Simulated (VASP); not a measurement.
# Cu (Fm-3m) in VASP: a series of runs

Cu is run at these levels: PBEsol; tasks: single point, relaxation of cell and atoms.

Program: VASP 6.6.1. These are calculated values, not measurements. Logs are shortened: lines on timing, memory, paths and dates and some standing lists are left out, and cuts for length are marked.

## 1. The cell of the first run

Symmetry: Fm-3m, No. 225, cubic system. The conventional cell has a = 3.564 Å, b = 3.564 Å, c = 3.564 Å, α = 90.00°, β = 90.00°, γ = 90.00°. Within 3.3 Å of Cu (site symmetry m-3m) lie 12 Cu at 2.52 Å.

## 2. Single point, PBEsol

Contents of INCAR:

```
  PREC = Accurate
  ENCUT = 520
  EDIFF = 1E-6
  ISMEAR = -1
  SIGMA = 0.15
  LREAL = F
  LASPH = T
  NELM = 60
  ALGO = Fast
  ISIF = 2
  LWAVE = F
  LCHARG = F
  GGA = PS
  NBANDS = 12
```

Contents of KPOINTS:

```
regular mesh
0
Gamma
  20 20 20
```

Contents of POSCAR:

```
Cu
1.0
    0.0000000000      1.7820969878      1.7820969878
    1.7820969878      0.0000000000      1.7820969878
    1.7820969878      1.7820969878      0.0000000000
Cu
1
Direct
    0.0000000000      0.0000000000      0.0000000000
```

Potentials or basis: VASP PAW PBE potentials, release 64 (Cu).

Launch:

```bash
$ cat potpaw_PBE.64/Cu/POTCAR > POTCAR
$ mpirun -np 1 vasp_std > vasp.out
```

OUTCAR:

```text
PREC = Accurate
   ENCUT = 520
   EDIFF = 1E-6
   ISMEAR = -1
   LREAL = F
   LASPH = T
   NELM = 60
   ISIF = 2
   GGA = PS

 ion  position               nearest neighbor table
   1  0.000  0.000  0.000-

  LATTYP: Found a face centered cubic cell.
 ALAT       =     3.5641939756

  Lattice vectors:

 A1 = (   0.0000000000,   1.7820969878,   1.7820969878)
 A2 = (   1.7820969878,   0.0000000000,   1.7820969878)
 A3 = (   1.7820969878,   1.7820969878,   0.0000000000)

Analysis of symmetry for initial positions (statically):
=====================================================================
 Subroutine PRICEL returns:
 Original cell was already a primitive cell.

 Routine SETGRP: Setting up the symmetry group for a
 face centered cubic supercell.

 Subroutine GETGRP returns: Found 48 space group operations
 (whereof 48 operations were pure point group operations)
 out of a pool of 48 trial point group operations.

The static configuration has the point symmetry O_h .

Analysis of symmetry for dynamics (positions and initial velocities):
=====================================================================
 Subroutine PRICEL returns:
 Original cell was already a primitive cell.

 Routine SETGRP: Setting up the symmetry group for a
 face centered cubic supercell.

 Subroutine GETGRP returns: Found 48 space group operations
 (whereof 48 operations were pure point group operations)
 out of a pool of 48 trial point group operations.

The dynamic configuration has the point symmetry O_h .

 Subroutine INISYM returns: Found 48 space group operations
 (whereof 48 operations are pure point group operations),
 and found     1 'primitive' translations

----------------------------------------------------------------------------------------

                                     Primitive cell

  volume of cell :      11.3194

  direct lattice vectors                    reciprocal lattice vectors
     0.000000000  1.782096988  1.782096988    -0.280568344  0.280568344  0.280568344
     1.782096988  0.000000000  1.782096988     0.280568344 -0.280568344  0.280568344
     1.782096988  1.782096988  0.000000000     0.280568344  0.280568344 -0.280568344

  length of vectors
     2.520265730  2.520265730  2.520265730     0.485958626  0.485958626  0.485958626

  position of ions in fractional coordinates (direct lattice)
     0.000000000  0.000000000  0.000000000

  ion indices of the primitive-cell ions
   primitive index   ion index
                 1           1

----------------------------------------------------------------------------------------

 KPOINTS: regular mesh

Automatic generation of k-mesh.
 Grid dimensions read from file:
 generate k-points for:   20   20   20

 Generating k-lattice:

  Cartesian coordinates                     Fractional coordinates (reciprocal lattice)
    -0.014028417  0.014028417  0.014028417     0.050000000  0.000000000  0.000000000
     0.014028417 -0.014028417  0.014028417     0.000000000  0.050000000  0.000000000
     0.014028417  0.014028417 -0.014028417     0.000000000  0.000000000  0.050000000

  Length of vectors
     0.024297931  0.024297931  0.024297931

  Shift w.r.t. Gamma in fractional coordinates (k-lattice)
     0.000000000  0.000000000  0.000000000

 Subroutine IBZKPT returns following result:
 ===========================================

 Found    256 irreducible k-points:

 Following reciprocal coordinates:
            Coordinates               Weight
  0.000000  0.000000  0.000000      1.000000
  0.050000  0.000000  0.000000      8.000000
  0.100000  0.000000  0.000000      8.000000
  0.150000  0.000000  0.000000      8.000000
  0.200000  0.000000  0.000000      8.000000
  0.250000  0.000000  0.000000      8.000000
[... 16 lines left out ...]
 -0.400000  0.050000  0.000000     24.000000
 -0.350000  0.050000  0.000000     24.000000
 [... further k-points ...]
   k-points           NKPTS =    256   k-points in BZ     NKDIM =    256   number of bands    NBANDS=     12
   number of dos      NEDOS =    301   number of ions     NIONS =      1
   total plane-waves  NPLWV =   8000
   dimension x,y,z NGX =    20 NGY =   20 NGZ =   20
   dimension x,y,z NGXF=    40 NGYF=   40 NGZF=   40
   ions per type =               1
   NGX,Y,Z   is equivalent  to a cutoff of  13.19, 13.19, 13.19 a.u.
   NGXF,Y,Z  is equivalent  to a cutoff of  26.39, 26.39, 26.39 a.u.
 SYSTEM =  unknown system
   PREC   = accura    normal or accurate (medium, high low for compatibility)
   ISTART =      0    job   : 0-new  1-cont  2-samecut
   ICHARG =      2    charge: 1-file 2-atom 10-const
   ISPIN  =      1    spin polarized calculation?
   LNONCOLLINEAR =      F non collinear calculations
   LSORBIT =      F    spin-orbit coupling
   LASPH  =      T    aspherical Exc in radial PAW
   ENCUT  =  520.0 eV  38.22 Ry    6.18 a.u.   4.69  4.69  4.69*2*pi/ulx,y,z
   NELM   =     60;   NELMIN=  2; NELMDL= -5     # of ELM steps
   EDIFF  = 0.1E-05   stopping-criterion for ELM
   LREAL  =      F    real-space projection
   EDIFFG = 0.1E-04   stopping-criterion for IOM
   NSW    =      0    number of steps for IOM
   IBRION =     -1    ionic relax: 0-MD 1-quasi-New 2-CG
   NFREE  =      0    steps in history (QN), initial steepest desc. (CG)
   ISIF   =      2    stress and relaxation
   ISYM   =      2    0-nonsym 1-usesym 2-fastsym
   POTIM  = 0.5000    time-step for ionic-motion
   TEBEG  =    0.0;   TEEND  =   0.0 temperature during run
   PSTRESS=    0.0 pullay stress
   NELECT =      11.0000    total number of electrons
   NUPDOWN=      -1.0000    fix difference up-down
   EMIN   =  10.00;   EMAX   =-10.00  energy-range for DOS
   EFERMI =   0.00;   METHOD = LEGACY
   ISMEAR =    -1;   SIGMA  =   0.15  broadening in eV -4-tet -1-fermi 0-gaus
   EFERMI_NEDOS =   21; number of points for ismear=-14 and -15
   IALGO  =     68    algorithm
   IMIX   =      4    mixing-type and parameters
     AMIX     =   0.40;   BMIX     =  1.00
     AMIX_MAG =   1.60;   BMIX_MAG =  1.00
  volume/ion in A,a.u.               =      11.32        76.39
  Fermi-wavevector in a.u.,A,eV,Ry     =   1.621553  3.064290 35.775608  2.629433
  Thomas-Fermi vector in A             =   2.715310
   LORBIT       =      0    0 simple, 1 ext, 2 COOP (PROOUT), +10 PAW based schemes
   GGA     = PS    functional components
   LHFCALC =     F    Hartree Fock is set to
   AEXX    =    0.0000 exact exchange contribution
   IVDW    =     0    specifies the selected vdW correction
   LEPSILON=     F    determine dielectric tensor
   LRPA    =     F    only Hartree local field effects (RPA)
 non-spin polarized calculation
 RMM-DIIS sequential band-by-band and
  energy-cutoff  :      520.00
  volume of cell :       11.32
 maximum number of plane-waves:       322
   NGX =  9   NGY =  9   NGZ =  9

 number of electron      11.0000013 magnetization

 Free energy of the ion-electron system (eV)
  ---------------------------------------------------
  ext. energy  EPLUGINS =         0.00000000
  ---------------------------------------------------
  free energy    TOTEN  =        -4.31974759 eV

  energy without entropy =       -4.29836874  energy(sigma->0) =       -4.30905816

 E-fermi :   7.9425     XC(G=0): -13.1581

 val. band max:        7.9334809995   @ k =  -0.4500   0.1000   0.0000
 cond. band min:       7.9540683816   @ k =   0.4500   0.3500   0.0000
 fundamental gap:      0.0205873821
 Fermi energy:         7.9424786257

 k-point     1 :       0.0000    0.0000    0.0000
  band No.  band energies     occupation
      1      -1.7817      2.00000
      2       4.7723      2.00000
      3       4.7723      2.00000
      4       4.7723      2.00000
      5       5.6606      2.00000
      6       5.6606      2.00000
      7      30.8589      0.00000
      8      33.8048      0.00000
      9      33.8048      0.00000
     10      33.8048      0.00000
     11      36.3218      0.00000
     12      36.3218      0.00000

 k-point     2 :       0.0500    0.0000    0.0000
  band No.  band energies     occupation
      1      -1.6876      2.00000
      2       4.7512      2.00000
      3       4.7909      2.00000
      4       4.7909      2.00000
      5       5.6530      2.00000
      6       5.6530      2.00000
      7      30.4022      0.00000
      8      32.5060      0.00000
      9      33.4944      0.00000
     10      33.4944      0.00000
     11      36.7613      0.00000
     12      36.7613      0.00000

 k-point     3 :       0.1000    0.0000    0.0000
  band No.  band energies     occupation
      1      -1.4081      2.00000
      2       4.6926      2.00000
      3       4.8409      2.00000
      4       4.8409      2.00000
      5       5.6358      2.00000
      6       5.6358      2.00000
      7      28.4531      0.00000
      8      31.7267      0.00000
      9      32.8947      0.00000
     10      32.8947      0.00000
     11      37.7113      0.00000
     12      38.0133      0.00000

 k-point     4 :       0.1500    0.0000    0.0000
  band No.  band energies     occupation
      1      -0.9519      2.00000
      2       4.6109      2.00000
      3       4.9027      2.00000
      4       4.9027      2.00000
      5       5.6274      2.00000
      6       5.6274      2.00000
      7      25.8650      0.00000
      8      31.4571      0.00000
      9      32.2962      0.00000
     10      32.2963      0.00000
     11      38.1718      0.00000
     12      38.5989      0.00000

 k-point     5 :       0.2000    0.0000    0.0000
  band No.  band energies     occupation
      1      -0.3370      2.00000
      2       4.5313      2.00000
      3       4.9441      2.00000
      4       4.9441      2.00000
      5       5.6574      2.00000
      6       5.6574      2.00000
      7      23.2448      0.00000
      8      31.1658      0.00000
      9      31.7794      0.00000
     10      31.7794      0.00000
     11      38.1721      0.00000
     12      38.2537      0.00000

 k-point     6 :       0.2500    0.0000    0.0000
  band No.  band energies     occupation
      1       0.4006      2.00000
      2       4.4948      2.00000
      3       4.9402      2.00000
      4       4.9402      2.00000
      5       5.7462      2.00000
      6       5.7462      2.00000
      7      20.7100      0.00000
      8      30.7855      0.00000
      9      31.3631      0.00000
     10      31.3631      0.00000
     11      37.0918      0.00000
     12      37.0918      0.00000

 k-point     7 :       0.3000    0.0000    0.0000
  band No.  band energies     occupation
      1       1.1867      2.00000
      2       4.5734      2.00000
      3       4.8978      2.00000
      4       4.8978      2.00000
      5       5.8794      2.00000
      6       5.8794      2.00000
      7      18.3069      0.00000
      8      30.3576      0.00000
      9      31.0492      0.00000
     10      31.0492      0.00000
     11      35.9402      0.00000
     12      35.9402      0.00000

 k-point     8 :       0.3500    0.0000    0.0000
  band No.  band energies     occupation
      1       1.8821      2.00000
      2       4.8405      2.00000
      3       4.8405      2.00000
      4       4.8888      2.00000
      5       6.0244      1.99999
      6       6.0244      1.99999
      7      16.0784      0.00000
      8      29.9491      0.00000
      9      30.8320      0.00000
     10      30.8320      0.00000
     11      34.9626      0.00000
     12      34.9626      0.00000
[... 166 lines left out ...]
 k-point    20 :       0.4500    0.0500    0.0000
  band No.  band energies     occupation
      1       2.5482      2.00000
      2       4.7240      2.00000
      3       4.7957      2.00000
      4       5.6181      2.00000
      5       6.2473      1.99998
      6       6.7043      1.99948
      7      13.0373      0.00000
      8      28.9013      0.00000
      9      29.4919      0.00000
     10      30.3425      0.00000
     11      34.5542      0.00000
     12      35.0442      0.00000

 k-point    21 :       0.5000    0.0500    0.0000
  band No.  band energies     occupation
      1       2.6429      2.00000
      2       4.7047      2.00000
      3       4.7715      2.00000
      4       5.8611      2.00000
      5       6.2679      1.99997
      6       7.1950      1.98639
      7      11.9915      0.00000
      8      28.6355      0.00000
      9      29.8248      0.00000
     10      30.0072      0.00000
     11      34.4743      0.00000
     12      34.6696      0.00000

 k-point    22 :      -0.4500    0.0500    0.0000
  band No.  band energies     occupation
      1       2.6257      2.00000
      2       4.7132      2.00000
      3       4.7721      2.00000
      4       5.8374      2.00000
      5       6.2283      1.99998
      6       7.0809      1.99361
      7      12.2249      0.00000
      8      28.3900      0.00000
      9      29.9696      0.00000
     10      30.3366      0.00000
     11      34.0863      0.00000
     12      34.9324      0.00000

 k-point    23 :      -0.4000    0.0500    0.0000
  band No.  band energies     occupation
      1       2.4827      2.00000
      2       4.7477      2.00000
      3       4.7978      2.00000
      4       5.4992      2.00000
      5       6.1327      1.99999
      6       6.5935      1.99975
      7      13.5664      0.00000
      8      28.2247      0.00000
      9      30.1751      0.00000
     10      31.0040      0.00000
     11      33.8993      0.00000
     12      35.3208      0.00000

 k-point    24 :      -0.3500    0.0500    0.0000
  band No.  band energies     occupation
      1       2.1269      2.00000
      2       4.8018      2.00000
      3       4.8450      2.00000
      4       4.9524      2.00000
      5       5.9943      2.00000
      6       6.2894      1.99997
      7      15.4440      0.00000
      8      28.1809      0.00000
      9      30.5651      0.00000
     10      31.7548      0.00000
     11      33.9732      0.00000
     12      35.7864      0.00000

 [... further k-points ...]
[... 5 lines left out ...]
  --------------------------------------------------------------------------------------
  -------------------------------------------------------------------------------------
  Total        0.0554436      0.0554436      0.0554436      0.0000000     -0.0000000      0.0000000
  in kB        7.8476184      7.8476184      7.8476184      0.0000000     -0.0000000      0.0000000
  external PRESSURE =       7.8476184 kB  Pullay stress =       0.0000000 kB

 VOLUME and BASIS-vectors are now :
 -----------------------------------------------------------------------------
  energy-cutoff  :      520.00
  volume of cell :       11.32
      direct lattice vectors                 reciprocal lattice vectors
     0.000000000  1.782096988  1.782096988    -0.280568344  0.280568344  0.280568344
     1.782096988  0.000000000  1.782096988     0.280568344 -0.280568344  0.280568344
     1.782096988  1.782096988  0.000000000     0.280568344  0.280568344 -0.280568344

 POSITION                                       TOTAL-FORCE (eV/Angst)
 -----------------------------------------------------------------------------------
      0.00000      0.00000      0.00000        -0.000000      0.000000      0.000000
 -----------------------------------------------------------------------------------
    total drift:                                0.000000      0.000000      0.000000

  FREE ENERGIE OF THE ION-ELECTRON SYSTEM (eV)
  ---------------------------------------------------
  free  energy   TOTEN  =        -4.3197475886 eV

  energy  without entropy=       -4.2983687378  energy(sigma->0) =       -4.30905816
```

Run time: 16 s. Hardware: 1 thread of Intel Xeon 6975P-C (Granite Rapids), shared host; peak memory 0.14 GiB.

Results:

| Property | Result |
| --- | --- |
| Free energy | -4.3197 eV |
| Pressure | 0.8 GPa |

Caveat: the PAW data sets were made with another functional, which shifts forces and pressure a little.

(Continued in part 2 of 2.)
